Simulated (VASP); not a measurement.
# BN (F-43m) in VASP: further runs

The runs below take BN through single point, with PBE.

Everything below comes from runs of VASP 6.6.1. Logs are shortened: lines on timing, memory, paths and dates and some standing lists are left out, and cuts for length are marked.

## 1. The cell of the first run

It takes space group F-43m (No. 216, cubic). Conventional cell: a = 3.554 Å, b = 3.554 Å, c = 3.554 Å, α = 90.00°, β = 90.00°, γ = 90.00°. B (site symmetry -43m) has 4 N at 1.54 Å within 2.1 Å. Within 2.1 Å of N (site symmetry -43m) lie 4 B at 1.54 Å.

## 2. Single point, PBE (volume scaled by 0.95)

INCAR

```
SYSTEM = BN
PREC = Accurate
ENCUT = 520
EDIFF = 1E-6
ISMEAR = -1
SIGMA = 0.02
LREAL = .FALSE.
LASPH = .TRUE.
NELM = 80
ALGO = Normal
ISIF = 2
LWAVE = .FALSE.
LCHARG = .TRUE.
GGA = PE
LELF = .TRUE.
LVHAR = .TRUE.
NBANDS = 11
```

KPOINTS

```
regular mesh
0
G
  11 11 11
  0 0 0
```

POSCAR

```
BN
1.0
    0.0000000000      1.7768584873      1.7768584873
    1.7768584873      0.0000000000      1.7768584873
    1.7768584873      1.7768584873      0.0000000000
B N
1 1
Direct
    0.0000000000      0.0000000000      0.0000000000
    0.7500000000      0.7500000000      0.7500000000
```

Potentials or basis: VASP PAW PBE potentials, release 64 (B, N).

On the command line:

```sh
$ cat potpaw_PBE.64/B/POTCAR potpaw_PBE.64/N/POTCAR > POTCAR
$ mpirun -np 1 vasp_std > vasp.out
```

OUTCAR:

```text
SYSTEM = BN
   PREC = Accurate
   ENCUT = 520
   EDIFF = 1E-6
   ISMEAR = -1
   LREAL = .FALSE.
   LASPH = .TRUE.
   NELM = 80
   ISIF = 2
   GGA = PE

 ion  position               nearest neighbor table
   1  0.000  0.000  0.000-   2 1.54   2 1.54   2 1.54   2 1.54
   2  0.750  0.750  0.750-   1 1.54   1 1.54   1 1.54   1 1.54

  LATTYP: Found a face centered cubic cell.
 ALAT       =     3.5537169746

  Lattice vectors:

 A1 = (   0.0000000000,   1.7768584873,   1.7768584873)
 A2 = (   1.7768584873,   0.0000000000,   1.7768584873)
 A3 = (   1.7768584873,   1.7768584873,   0.0000000000)

Analysis of symmetry for initial positions (statically):
=====================================================================
 Subroutine PRICEL returns:
 Original cell was already a primitive cell.

 Routine SETGRP: Setting up the symmetry group for a
 face centered cubic supercell.

 Subroutine GETGRP returns: Found 24 space group operations
 (whereof 24 operations were pure point group operations)
 out of a pool of 48 trial point group operations.

The static configuration has the point symmetry T_d .

Analysis of symmetry for dynamics (positions and initial velocities):
=====================================================================
 Subroutine PRICEL returns:
 Original cell was already a primitive cell.

 Routine SETGRP: Setting up the symmetry group for a
 face centered cubic supercell.

 Subroutine GETGRP returns: Found 24 space group operations
 (whereof 24 operations were pure point group operations)
 out of a pool of 48 trial point group operations.

The dynamic configuration has the point symmetry T_d .

 Subroutine INISYM returns: Found 24 space group operations
 (whereof 24 operations are pure point group operations),
 and found     1 'primitive' translations

----------------------------------------------------------------------------------------

                                     Primitive cell

  volume of cell :      11.2199

  direct lattice vectors                    reciprocal lattice vectors
     0.000000000  1.776858487  1.776858487    -0.281395510  0.281395510  0.281395510
     1.776858487  0.000000000  1.776858487     0.281395510 -0.281395510  0.281395510
     1.776858487  1.776858487  0.000000000     0.281395510  0.281395510 -0.281395510

  length of vectors
     2.512857371  2.512857371  2.512857371     0.487391320  0.487391320  0.487391320

  position of ions in fractional coordinates (direct lattice)
     0.000000000  0.000000000  0.000000000
     0.750000000  0.750000000  0.750000000

  ion indices of the primitive-cell ions
   primitive index   ion index
                 1           1
                 2           2

----------------------------------------------------------------------------------------

 KPOINTS: regular mesh

Automatic generation of k-mesh.
 Grid dimensions read from file:
 generate k-points for:   11   11   11

 Generating k-lattice:

  Cartesian coordinates                     Fractional coordinates (reciprocal lattice)
    -0.025581410  0.025581410  0.025581410     0.090909091  0.000000000  0.000000000
     0.025581410 -0.025581410  0.025581410     0.000000000  0.090909091  0.000000000
     0.025581410  0.025581410 -0.025581410     0.000000000  0.000000000  0.090909091

  Length of vectors
     0.044308302  0.044308302  0.044308302

  Shift w.r.t. Gamma in fractional coordinates (k-lattice)
     0.000000000  0.000000000  0.000000000

 Subroutine IBZKPT returns following result:
 ===========================================

 Found     56 irreducible k-points:

 Following reciprocal coordinates:
            Coordinates               Weight
  0.000000  0.000000  0.000000      1.000000
  0.090909  0.000000  0.000000      8.000000
  0.181818  0.000000  0.000000      8.000000
  0.272727  0.000000  0.000000      8.000000
  0.363636  0.000000  0.000000      8.000000
  0.454545  0.000000  0.000000      8.000000
[... 16 lines left out ...]
 -0.272727  0.181818  0.000000     24.000000
 -0.181818  0.181818  0.000000     12.000000
 [... further k-points ...]
   k-points           NKPTS =     56   k-points in BZ     NKDIM =     56   number of bands    NBANDS=     11
   number of dos      NEDOS =    301   number of ions     NIONS =      2
   total plane-waves  NPLWV =   8000
   dimension x,y,z NGX =    20 NGY =   20 NGZ =   20
   dimension x,y,z NGXF=    40 NGYF=   40 NGZF=   40
   ions per type =               1   1
   NGX,Y,Z   is equivalent  to a cutoff of  13.23, 13.23, 13.23 a.u.
   NGXF,Y,Z  is equivalent  to a cutoff of  26.46, 26.46, 26.46 a.u.
 SYSTEM =  BN
   PREC   = accura    normal or accurate (medium, high low for compatibility)
   ISTART =      0    job   : 0-new  1-cont  2-samecut
   ICHARG =      2    charge: 1-file 2-atom 10-const
   ISPIN  =      1    spin polarized calculation?
   LNONCOLLINEAR =      F non collinear calculations
   LSORBIT =      F    spin-orbit coupling
   LASPH  =      T    aspherical Exc in radial PAW
   ENCUT  =  520.0 eV  38.22 Ry    6.18 a.u.   4.67  4.67  4.67*2*pi/ulx,y,z
   NELM   =     80;   NELMIN=  2; NELMDL= -5     # of ELM steps
   EDIFF  = 0.1E-05   stopping-criterion for ELM
   LREAL  =      F    real-space projection
   EDIFFG = 0.1E-04   stopping-criterion for IOM
   NSW    =      0    number of steps for IOM
   IBRION =     -1    ionic relax: 0-MD 1-quasi-New 2-CG
   NFREE  =      0    steps in history (QN), initial steepest desc. (CG)
   ISIF   =      2    stress and relaxation
   ISYM   =      2    0-nonsym 1-usesym 2-fastsym
   POTIM  = 0.5000    time-step for ionic-motion
   TEBEG  =    0.0;   TEEND  =   0.0 temperature during run
   PSTRESS=    0.0 pullay stress
   NELECT =       8.0000    total number of electrons
   NUPDOWN=      -1.0000    fix difference up-down
   EMIN   =  10.00;   EMAX   =-10.00  energy-range for DOS
   EFERMI =   0.00;   METHOD = LEGACY
   ISMEAR =    -1;   SIGMA  =   0.02  broadening in eV -4-tet -1-fermi 0-gaus
   EFERMI_NEDOS =   21; number of points for ismear=-14 and -15
   IALGO  =     38    algorithm
   IMIX   =      4    mixing-type and parameters
     AMIX     =   0.40;   BMIX     =  1.00
     AMIX_MAG =   1.60;   BMIX_MAG =  1.00
  volume/ion in A,a.u.               =       5.61        37.86
  Fermi-wavevector in a.u.,A,eV,Ry     =   1.462543  2.763806 29.103299  2.139032
  Thomas-Fermi vector in A             =   2.578744
   LORBIT       =      0    0 simple, 1 ext, 2 COOP (PROOUT), +10 PAW based schemes
   GGA     = PE    functional components
   LHFCALC =     F    Hartree Fock is set to
   AEXX    =    0.0000 exact exchange contribution
   IVDW    =     0    specifies the selected vdW correction
   LEPSILON=     F    determine dielectric tensor
   LRPA    =     F    only Hartree local field effects (RPA)
 non-spin polarized calculation
  energy-cutoff  :      520.00
  volume of cell :       11.22
 maximum number of plane-waves:       310
   NGX =  9   NGY =  9   NGZ =  9

 number of electron       7.9999998 magnetization

 Free energy of the ion-electron system (eV)
  ---------------------------------------------------
  ext. energy  EPLUGINS =         0.00000000
  ---------------------------------------------------
  free energy    TOTEN  =       -17.39815720 eV

  energy without entropy =      -17.39815720  energy(sigma->0) =      -17.39815720

 E-fermi :   8.5292     XC(G=0): -13.0772

 val. band max:        8.0480359931   @ k =   0.0000   0.0000   0.0000
 cond. band min:      12.6699390639   @ k =   0.4545   0.4545   0.0000
 fundamental gap:      4.6219030708
 Fermi energy:         8.5292081308

 k-point     1 :       0.0000    0.0000    0.0000
  band No.  band energies     occupation
      1     -12.7779      2.00000
      2       8.0480      2.00000
      3       8.0480      2.00000
      4       8.0480      2.00000
      5      17.1130      0.00000
      6      17.1130      0.00000
      7      17.1130      0.00000
      8      19.2449      0.00000
      9      33.7785      0.00000
     10      36.4499      0.00000
     11      36.4499      0.00000

 k-point     2 :       0.0909    0.0000    0.0000
  band No.  band energies     occupation
      1     -12.5685      2.00000
      2       6.9406      2.00000
      3       7.8227      2.00000
      4       7.8227      2.00000
      5      17.4329      0.00000
      6      17.4542      0.00000
      7      17.4542      0.00000
      8      19.8651      0.00000
      9      33.3870      0.00000
     10      33.9577      0.00000
     11      33.9577      0.00000

 k-point     3 :       0.1818    0.0000    0.0000
  band No.  band energies     occupation
      1     -11.9488      2.00000
      2       4.4716      2.00000
      3       7.2954      2.00000
      4       7.2954      2.00000
      5      17.9094      0.00000
      6      18.2035      0.00000
      7      18.2035      0.00000
      8      21.2857      0.00000
      9      32.3656      0.00000
     10      32.3656      0.00000
     11      32.5963      0.00000

 k-point     4 :       0.2727    0.0000    0.0000
  band No.  band energies     occupation
      1     -10.9528      2.00000
      2       1.6618      2.00000
      3       6.7231      2.00000
      4       6.7231      2.00000
      5      18.3350      0.00000
      6      18.8220      0.00000
      7      18.8220      0.00000
      8      22.5959      0.00000
      9      32.0650      0.00000
     10      32.2582      0.00000
     11      32.2582      0.00000

 k-point     5 :       0.3636    0.0000    0.0000
  band No.  band energies     occupation
      1      -9.6841      2.00000
      2      -0.9547      2.00000
      3       6.2772      2.00000
      4       6.2772      2.00000
      5      18.6695      0.00000
      6      19.0442      0.00000
      7      19.0442      0.00000
      8      23.4163      0.00000
      9      32.0130      0.00000
     10      33.5763      0.00000
     11      33.5763      0.00000
[... 211 lines left out ...]
 k-point    21 :      -0.4545    0.1818    0.0000
  band No.  band energies     occupation
      1      -7.7956      2.00000
      2      -2.3605      2.00000
      3       3.6151      2.00000
      4       5.0188      2.00000
      5      17.1468      0.00000
      6      21.2040      0.00000
      7      21.3097      0.00000
      8      24.1962      0.00000
      9      29.2122      0.00000
     10      35.3147      0.00000
     11      35.6687      0.00000

 k-point    22 :      -0.3636    0.1818    0.0000
  band No.  band energies     occupation
      1      -8.2656      2.00000
      2      -1.6837      2.00000
      3       3.2783      2.00000
      4       5.5347      2.00000
      5      17.7914      0.00000
      6      20.6452      0.00000
      7      21.0642      0.00000
      8      24.2347      0.00000
      9      29.8731      0.00000
     10      32.4680      0.00000
     11      35.8583      0.00000

 k-point    23 :      -0.2727    0.1818    0.0000
  band No.  band energies     occupation
      1      -9.4708      2.00000
      2       0.2709      2.00000
      3       3.3426      2.00000
      4       6.2383      2.00000
      5      18.5835      0.00000
      6      19.9055      0.00000
      7      20.5242      0.00000
      8      23.1306      0.00000
      9      30.3892      0.00000
     10      30.8745      0.00000
     11      35.8614      0.00000

 k-point    24 :      -0.1818    0.1818    0.0000
  band No.  band energies     occupation
      1     -10.6240      2.00000
      2       2.3091      2.00000
      3       4.1054      2.00000
      4       6.9510      2.00000
      5      18.9749      0.00000
      6      19.1469      0.00000
      7      19.5707      0.00000
      8      22.2318      0.00000
      9      29.7045      0.00000
     10      31.0253      0.00000
     11      35.9329      0.00000

 [... further k-points ...]
[... 5 lines left out ...]
  --------------------------------------------------------------------------------------
  -------------------------------------------------------------------------------------
  Total        1.7514166      1.7514166      1.7514166     -0.0000000      0.0000000      0.0000000
  in kB      250.0987475    250.0987475    250.0987475     -0.0000000      0.0000000      0.0000000
  external PRESSURE =     250.0987475 kB  Pullay stress =       0.0000000 kB

 VOLUME and BASIS-vectors are now :
 -----------------------------------------------------------------------------
  energy-cutoff  :      520.00
  volume of cell :       11.22
      direct lattice vectors                 reciprocal lattice vectors
     0.000000000  1.776858487  1.776858487    -0.281395510  0.281395510  0.281395510
     1.776858487  0.000000000  1.776858487     0.281395510 -0.281395510  0.281395510
     1.776858487  1.776858487  0.000000000     0.281395510  0.281395510 -0.281395510

 POSITION                                       TOTAL-FORCE (eV/Angst)
 -----------------------------------------------------------------------------------
      0.00000      0.00000      0.00000        -0.000000     -0.000000     -0.000000
      2.66529      2.66529      2.66529         0.000000      0.000000      0.000000
 -----------------------------------------------------------------------------------
    total drift:                               -0.000000     -0.000000     -0.000000

  FREE ENERGIE OF THE ION-ELECTRON SYSTEM (eV)
  ---------------------------------------------------
  free  energy   TOTEN  =       -17.3981571966 eV

  energy  without entropy=      -17.3981571966  energy(sigma->0) =      -17.39815720
```

It took 5 s on 1 thread of Intel Xeon Platinum 8488C (Sapphire Rapids), shared host; peak memory 0.11 GiB.

Results:

| Item | Value |
| --- | --- |
| Free energy | -17.3982 eV |
| Pressure | 25.0 GPa |
| Band gap on the k mesh | 4.62 eV, indirect (least direct gap 9.06 eV) |

(Continued in part 2 of 2.)
